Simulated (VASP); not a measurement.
# As (R-3m) in VASP: a series of runs

As is run at these levels: PBEsol; tasks: single point.

Everything below comes from runs of VASP 6.6.1. Logs are shortened: lines on timing, memory, paths and dates and some standing lists are left out, and cuts for length are marked.

### 1 The cell of the first run

The structure is trigonal, space group R-3m (No. 166). Conventional cell: a = 3.969 Å, b = 3.969 Å, c = 9.384 Å, α = 90.00°, β = 90.00°, γ = 120.00°. As (site symmetry 3m) has 6 As at 2.56 to 3.03 Å within 3.4 Å.

### 2 Single point, PBEsol

INCAR

```
  PREC = Accurate
  ENCUT = 520
  EDIFF = 1E-6
  ISMEAR = 0
  SIGMA = 0.15
  LREAL = F
  LASPH = T
  NELM = 100
  ALGO = Normal
  ISIF = 2
  LWAVE = F
  LCHARG = T
  GGA = PS
  LELF = T
  LVHAR = T
  NBANDS = 12
```

KPOINTS

```
regular mesh
0
Gamma
  18 18 18
```

POSCAR

```
As
1.0
    1.9843898314      1.1456880033      3.1278410736
   -1.9843898314      1.1456880033      3.1278410736
    0.0000000000     -2.2913760067      3.1278410736
As
2
Direct
    0.2275400000      0.2275400000      0.2275400000
    0.7724600000      0.7724600000      0.7724600000
```

Potentials or basis: VASP PAW PBE potentials, release 64 (As).

On the command line:

```sh
> cat potpaw_PBE.64/As/POTCAR > POTCAR
> mpirun -np 1 vasp_std > vasp.out
```

OUTCAR:

```text
PREC = Accurate
   ENCUT = 520
   EDIFF = 1E-6
   ISMEAR = 0
   LREAL = F
   LASPH = T
   NELM = 100
   ISIF = 2
   GGA = PS

 ion  position               nearest neighbor table
   1  0.228  0.228  0.228-   2 2.56   2 2.56   2 2.56
   2  0.772  0.772  0.772-   1 2.56   1 2.56   1 2.56

  LATTYP: Found a trigonal (rhomboedric) cell.
 ALAT       =     3.8773436507
 COS(alpha) =     0.4761398142

  Lattice vectors:

 A1 = (   1.9843898314,   1.1456880033,   3.1278410736)
 A2 = (  -1.9843898314,   1.1456880033,   3.1278410736)
 A3 = (   0.0000000000,  -2.2913760067,   3.1278410736)

Analysis of symmetry for initial positions (statically):
=====================================================================
 Subroutine PRICEL returns:
 Original cell was already a primitive cell.

 Routine SETGRP: Setting up the symmetry group for a
 trigonal (rhombohedral) supercell.

 Subroutine GETGRP returns: Found 12 space group operations
 (whereof 12 operations were pure point group operations)
 out of a pool of 12 trial point group operations.

The static configuration has the point symmetry D_3d.

Analysis of symmetry for dynamics (positions and initial velocities):
=====================================================================
 Subroutine PRICEL returns:
 Original cell was already a primitive cell.

 Routine SETGRP: Setting up the symmetry group for a
 trigonal (rhombohedral) supercell.

 Subroutine GETGRP returns: Found 12 space group operations
 (whereof 12 operations were pure point group operations)
 out of a pool of 12 trial point group operations.

The dynamic configuration has the point symmetry D_3d.

 Subroutine INISYM returns: Found 12 space group operations
 (whereof 12 operations are pure point group operations),
 and found     1 'primitive' translations

----------------------------------------------------------------------------------------

                                     Primitive cell

  volume of cell :      42.6667

  direct lattice vectors                    reciprocal lattice vectors
     1.984389831  1.145688003  3.127841074     0.251966621  0.145472996  0.106569779
    -1.984389831  1.145688003  3.127841074    -0.251966621  0.145472996  0.106569779
     0.000000000 -2.291376007  3.127841074     0.000000000 -0.290945993  0.106569779

  length of vectors
     3.877343651  3.877343651  3.877343651     0.309849461  0.309849461  0.309849461

  position of ions in fractional coordinates (direct lattice)
     0.227540000  0.227540000  0.227540000
     0.772460000  0.772460000  0.772460000

  ion indices of the primitive-cell ions
   primitive index   ion index
                 1           1
                 2           2

----------------------------------------------------------------------------------------

 KPOINTS: regular mesh

Automatic generation of k-mesh.
 Grid dimensions read from file:
 generate k-points for:   18   18   18

 Generating k-lattice:

  Cartesian coordinates                     Fractional coordinates (reciprocal lattice)
     0.013998146  0.008081833  0.005920543     0.055555556  0.000000000  0.000000000
    -0.013998146  0.008081833  0.005920543     0.000000000  0.055555556  0.000000000
     0.000000000 -0.016163666  0.005920543     0.000000000  0.000000000  0.055555556

  Length of vectors
     0.017213859  0.017213859  0.017213859

  Shift w.r.t. Gamma in fractional coordinates (k-lattice)
     0.000000000  0.000000000  0.000000000

 Subroutine IBZKPT returns following result:
 ===========================================

 Found    580 irreducible k-points:

 Following reciprocal coordinates:
            Coordinates               Weight
  0.000000  0.000000  0.000000      1.000000
  0.055556 -0.000000 -0.000000      6.000000
  0.111111 -0.000000 -0.000000      6.000000
  0.166667 -0.000000  0.000000      6.000000
  0.222222 -0.000000  0.000000      6.000000
  0.277778 -0.000000 -0.000000      6.000000
[... 16 lines left out ...]
 -0.277778  0.055556  0.000000     12.000000
 -0.222222  0.055556  0.000000     12.000000
 [... further k-points ...]
   k-points           NKPTS =    580   k-points in BZ     NKDIM =    580   number of bands    NBANDS=     12
   number of dos      NEDOS =    301   number of ions     NIONS =      2
   total plane-waves  NPLWV =  27000
   dimension x,y,z NGX =    30 NGY =   30 NGZ =   30
   dimension x,y,z NGXF=    60 NGYF=   60 NGZF=   60
   ions per type =               2
   NGX,Y,Z   is equivalent  to a cutoff of  12.86, 12.86, 12.86 a.u.
   NGXF,Y,Z  is equivalent  to a cutoff of  25.73, 25.73, 25.73 a.u.
 SYSTEM =  unknown system
   PREC   = accura    normal or accurate (medium, high low for compatibility)
   ISTART =      0    job   : 0-new  1-cont  2-samecut
   ICHARG =      2    charge: 1-file 2-atom 10-const
   ISPIN  =      1    spin polarized calculation?
   LNONCOLLINEAR =      F non collinear calculations
   LSORBIT =      F    spin-orbit coupling
   LASPH  =      T    aspherical Exc in radial PAW
   ENCUT  =  520.0 eV  38.22 Ry    6.18 a.u.   7.21  7.21  7.21*2*pi/ulx,y,z
   NELM   =    100;   NELMIN=  2; NELMDL= -5     # of ELM steps
   EDIFF  = 0.1E-05   stopping-criterion for ELM
   LREAL  =      F    real-space projection
   EDIFFG = 0.1E-04   stopping-criterion for IOM
   NSW    =      0    number of steps for IOM
   IBRION =     -1    ionic relax: 0-MD 1-quasi-New 2-CG
   NFREE  =      0    steps in history (QN), initial steepest desc. (CG)
   ISIF   =      2    stress and relaxation
   ISYM   =      2    0-nonsym 1-usesym 2-fastsym
   POTIM  = 0.5000    time-step for ionic-motion
   TEBEG  =    0.0;   TEEND  =   0.0 temperature during run
   PSTRESS=    0.0 pullay stress
   NELECT =      10.0000    total number of electrons
   NUPDOWN=      -1.0000    fix difference up-down
   EMIN   =  10.00;   EMAX   =-10.00  energy-range for DOS
   EFERMI =   0.00;   METHOD = LEGACY
   ISMEAR =     0;   SIGMA  =   0.15  broadening in eV -4-tet -1-fermi 0-gaus
   EFERMI_NEDOS =   21; number of points for ismear=-14 and -15
   IALGO  =     38    algorithm
   IMIX   =      4    mixing-type and parameters
     AMIX     =   0.40;   BMIX     =  1.00
     AMIX_MAG =   1.60;   BMIX_MAG =  1.00
  volume/ion in A,a.u.               =      21.33       143.96
  Fermi-wavevector in a.u.,A,eV,Ry     =   1.009358  1.907409 13.861654  1.018803
  Thomas-Fermi vector in A             =   2.142281
   LORBIT       =      0    0 simple, 1 ext, 2 COOP (PROOUT), +10 PAW based schemes
   GGA     = PS    functional components
   LHFCALC =     F    Hartree Fock is set to
   AEXX    =    0.0000 exact exchange contribution
   IVDW    =     0    specifies the selected vdW correction
   LEPSILON=     F    determine dielectric tensor
   LRPA    =     F    only Hartree local field effects (RPA)
 non-spin polarized calculation
 Gauss-broadening in eV      SIGMA  =   0.15
  energy-cutoff  :      520.00
  volume of cell :       42.67
 maximum number of plane-waves:      1175
 NGX is ok and might be reduce to    30

 number of electron      10.0000000 magnetization

 number of electron       9.9999999 magnetization

 Free energy of the ion-electron system (eV)
  ---------------------------------------------------
  ext. energy  EPLUGINS =         0.00000000
  ---------------------------------------------------
  free energy    TOTEN  =       -10.10016298 eV

  energy without entropy =      -10.09635526  energy(sigma->0) =      -10.09825912

 E-fermi :   4.9919     XC(G=0): -10.1891

 val. band max:        4.9791575609   @ k =   0.3889   0.3333   0.2778
 cond. band min:       4.9921587767   @ k =   0.2778   0.1667   0.1111
 fundamental gap:      0.0130012158
 Fermi energy:         4.9919117761

 k-point     1 :       0.0000    0.0000    0.0000
  band No.  band energies     occupation
      1      -9.5436      2.00000
      2      -0.2701      2.00000
      3       2.8273      2.00000
      4       2.8273      2.00000
      5       4.1342      2.00000
      6       7.4024      0.00000
      7       8.4785      0.00000
      8       8.4785      0.00000
      9      11.3756      0.00000
     10      11.3756      0.00000
     11      12.8921      0.00000
     12      13.8242      0.00000

 k-point     2 :       0.0556   -0.0000   -0.0000
  band No.  band energies     occupation
      1      -9.5047      2.00000
      2      -0.4834      2.00000
      3       2.8196      2.00000
      4       2.9509      2.00000
      5       4.1230      2.00000
      6       7.3744      0.00000
      7       8.4184      0.00000
      8       8.4251      0.00000
      9      11.2575      0.00000
     10      11.2923      0.00000
     11      12.6248      0.00000
     12      14.1280      0.00000

 k-point     3 :       0.1111   -0.0000   -0.0000
  band No.  band energies     occupation
      1      -9.3881      2.00000
      2      -1.0244      2.00000
      3       2.7989      2.00000
      4       3.2241      2.00000
      5       4.0968      2.00000
      6       7.2747      0.00000
      7       8.2454      0.00000
      8       8.2508      0.00000
      9      11.0202      0.00000
     10      11.2202      0.00000
     11      12.4223      0.00000
     12      14.7531      0.00000

 k-point     4 :       0.1667   -0.0000    0.0000
  band No.  band energies     occupation
      1      -9.1946      2.00000
      2      -1.7387      2.00000
      3       2.7715      2.00000
      4       3.4964      2.00000
      5       4.0791      2.00000
      6       7.0699      0.00000
      7       7.9322      0.00000
      8       8.0072      0.00000
      9      10.8795      0.00000
     10      11.3598      0.00000
     11      12.5274      0.00000
     12      15.5732      0.00000

 k-point     5 :       0.2222   -0.0000    0.0000
  band No.  band energies     occupation
      1      -8.9254      2.00000
      2      -2.5292      2.00000
      3       2.7447      2.00000
      4       3.6763      2.00000
      5       4.1106      2.00000
      6       6.7550      0.00000
      7       7.5387      0.00000
      8       7.7143      0.00000
      9      10.9884      0.00000
     10      11.7414      0.00000
     11      12.9096      0.00000
     12      16.5743      0.00000
[... 228 lines left out ...]
      1      -7.4996      2.00000
      2      -5.1402      2.00000
      3       2.2784      2.00000
      4       3.9128      2.00000
      5       4.4647      2.00000
      6       5.4882      0.00000
      7       6.6566      0.00000
      8       7.1086      0.00000
      9      12.9802      0.00000
     10      14.7313      0.00000
     11      15.2004      0.00000
     12      16.1233      0.00000

 k-point    22 :      -0.3333    0.0556    0.0000
  band No.  band energies     occupation
      1      -7.9848      2.00000
      2      -4.4151      2.00000
      3       2.2617      2.00000
      4       4.0012      2.00000
      5       4.3785      2.00000
      6       5.7732      0.00000
      7       6.7243      0.00000
      8       7.4026      0.00000
      9      12.1718      0.00000
     10      13.8412      0.00000
     11      14.2851      0.00000
     12      16.9669      0.00000

 k-point    23 :      -0.2778    0.0556    0.0000
  band No.  band energies     occupation
      1      -8.4175      2.00000
      2      -3.6432      2.00000
      3       2.2795      2.00000
      4       4.0551      2.00000
      5       4.2773      2.00000
      6       6.1323      0.00000
      7       6.8895      0.00000
      8       7.7381      0.00000
      9      11.5032      0.00000
     10      13.0450      0.00000
     11      13.4937      0.00000
     12      17.1194      0.00000

 k-point    24 :      -0.2222    0.0556    0.0000
  band No.  band energies     occupation
      1      -8.7836      2.00000
      2      -2.8559      2.00000
      3       2.3356      2.00000
      4       4.0511      2.00000
      5       4.1632      2.00000
      6       6.5264      0.00000
      7       7.1361      0.00000
      8       8.0735      0.00000
      9      11.0293      0.00000
     10      12.3736      0.00000
     11      12.8968      0.00000
     12      16.2663      0.00000

 [... further k-points ...]
[... 5 lines left out ...]
  --------------------------------------------------------------------------------------
  -------------------------------------------------------------------------------------
  Total       -1.3296406     -1.3296406      0.9185749     -0.0000000     -0.0000000      0.0000000
  in kB      -49.9293093    -49.9293093     34.4933879     -0.0000000     -0.0000000      0.0000000
  external PRESSURE =     -21.7884102 kB  Pullay stress =       0.0000000 kB

 VOLUME and BASIS-vectors are now :
 -----------------------------------------------------------------------------
  energy-cutoff  :      520.00
  volume of cell :       42.67
      direct lattice vectors                 reciprocal lattice vectors
     1.984389831  1.145688003  3.127841074     0.251966621  0.145472996  0.106569779
    -1.984389831  1.145688003  3.127841074    -0.251966621  0.145472996  0.106569779
     0.000000000 -2.291376007  3.127841074     0.000000000 -0.290945993  0.106569779

 POSITION                                       TOTAL-FORCE (eV/Angst)
 -----------------------------------------------------------------------------------
      0.00000     -0.00000      2.13513         0.000000     -0.000000      0.436505
      0.00000     -0.00000      7.24840         0.000000      0.000000     -0.436505
 -----------------------------------------------------------------------------------
    total drift:                               -0.000000      0.000000     -0.000000

  FREE ENERGIE OF THE ION-ELECTRON SYSTEM (eV)
  ---------------------------------------------------
  free  energy   TOTEN  =       -10.1001629757 eV

  energy  without entropy=      -10.0963552599  energy(sigma->0) =      -10.09825912
```

Wall time 3 min (1 thread of Intel Xeon Platinum 8488C (Sapphire Rapids), shared host); peak memory 0.37 GiB.

What came out:

| Item | Value |
| --- | --- |
| Free energy | -10.1002 eV |
| Pressure | -2.2 GPa |
| Largest force | 0.437 eV/Å |
| Band gap on the k mesh | zero (bands 5 and 6 overlap by 0.42 eV) |

Forces in eV/Å, atoms in the order of the input:
```
As   0.000  0.000  0.437
As   0.000  0.000 -0.437
```

Stress tensor (GPa, compression positive):
```
-4.99  0.00  0.00
 0.00 -4.99  0.00
 0.00  0.00  3.45
```

Levels at points of the mesh, in eV from the Fermi level:
```csv
k point,band 3,band 4,band 5,band 6,band 7,band 8
"(0.00, 0.00, 0.00)",-2.16,-2.16,-0.86,2.41,3.49,3.49
"(0.50, 0.00, 0.00)",-2.28,-1.20,-0.13,0.09,1.27,1.63
"(0.50, 0.50, 0.00)",-5.80,-4.34,-3.34,1.78,6.22,6.92
"(0.50, 0.50, 0.50)",-1.90,-1.90,-1.48,0.20,0.20,1.31
```

Caveat: the PAW data sets were made with another functional, which shifts forces and pressure a little.

### 3 Single point, PBEsol

This run uses another cell than the first one, of the same volume but with other edges.

INCAR

```
PREC = Accurate ; ENCUT = 520
EDIFF = 1E-6 ; ISMEAR = 0
SIGMA = 0.15 ; LREAL = F
LASPH = T ; NELM = 80
ALGO = Normal ; ISIF = 2
LWAVE = F ; LCHARG = F
GGA = PS ; NBANDS = 12
```

KPOINTS

```
Automatic mesh
0
Gamma
  18 18 18
```

POSCAR

```
As
1.0
    1.7689119648      1.0212817990      3.9362821901
   -1.7689119648      1.0212817990      3.9362821901
    0.0000000000     -2.0425635981      3.9362821901
As
2
Direct
    0.2275400000      0.2275400000      0.2275400000
    0.7724600000      0.7724600000      0.7724600000
```

Potentials or basis: VASP PAW PBE potentials, release 64 (As).

On the command line:

```sh
> cat potpaw_PBE.64/As/POTCAR > POTCAR
> mpirun -np 1 vasp_std > vasp.out
```

Run time: 4 min. Hardware: 1 thread of Intel Xeon Platinum 8488C (Sapphire Rapids), shared host; peak memory 0.39 GiB.

Results (log left out):

```
Free energy            : -10.0813 eV
Pressure               : 2.1 GPa
Largest force          : 0.358 eV/Å
Band gap on the k mesh : zero (bands 5 and 6 overlap by 1.85 eV)
```

Forces on the atoms (eV/Å):
```
As   0.000  0.000 -0.358
As   0.000  0.000  0.358
```

Stress tensor (GPa, compression positive):
```
 4.48  0.00  0.00
 0.00  4.48  0.00
 0.00  0.00 -2.76
```

Levels at points of the mesh, in eV from the Fermi level:
| k point | band 3 | band 4 | band 5 | band 6 | band 7 | band 8 |
| --- | --- | --- | --- | --- | --- | --- |
| (0.00, 0.00, 0.00) | -3.74 | -0.89 | -0.89 | 2.52 | 3.25 | 3.25 |
| (0.50, 0.00, 0.00) | -3.69 | -2.36 | -1.05 | -0.20 | 0.11 | 1.94 |
| (0.50, 0.50, 0.00) | -5.88 | -4.49 | -3.19 | 1.89 | 4.95 | 5.63 |
| (0.50, 0.50, 0.50) | -0.66 | -0.66 | 1.10 | 1.90 | 1.90 | 1.99 |

Caveat: the PAW data sets were made with another functional, which shifts forces and pressure a little.

(Continued in part 2 of 2.)
